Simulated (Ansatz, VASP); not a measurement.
## Two plane-wave programs on Sc7Al4

```
CELL_PARAMETERS angstrom
4.85090 0.00000 0.00000
-2.42545 4.20100 0.00000
0.00000 0.00000 24.12818
ATOMIC_POSITIONS crystal
Sc 0.66667 0.33333 0.30690
Sc 0.00000 0.00000 0.37027
Sc 0.33333 0.66667 0.44222
Sc 0.00000 0.00000 0.50000
Sc 0.66667 0.33333 0.55778
Sc 0.00000 0.00000 0.62973
Sc 0.33333 0.66667 0.69310
Al 0.33333 0.66667 0.32210
Al 0.66667 0.33333 0.43216
Al 0.33333 0.66667 0.56784
Al 0.66667 0.33333 0.67790
```

Alike in both runs: functional PBEsol; k mesh 9 × 9 × 1; occupations gaussian, width 0.1 eV; no spin polarisation.

Ansatz relaxed the structure, and its values are those at the end. VASP's run is a single point on that final structure, the one shown.

```csv
,VASP,Ansatz
version,VASP 6.6.1,Ansatz 0.2.0
potentials or method,"VASP PAW PBE potentials, release 64 (Sc_sv, Al), cutoff 520 eV","scalar-relativistic, plane waves, PAW"
valence electrons in the cell,89,89
```

|  | VASP | Ansatz | Ansatz less VASP |
| --- | --- | --- | --- |
| gap on the k mesh at the Fermi level (eV) | none | none | - |
| rms of the force components (eV/Å) | 0.005 | 0.005 | +0.0001 |
| work function, face that differs most (eV) | 3.59 | 3.59 | 0.000 |

VASP's potentials were made for PBE, not for PBEsol. A gap of «none» marks a metal or a gap that the smearing closes. Ansatz's warnings: xc potential rough in thin density.
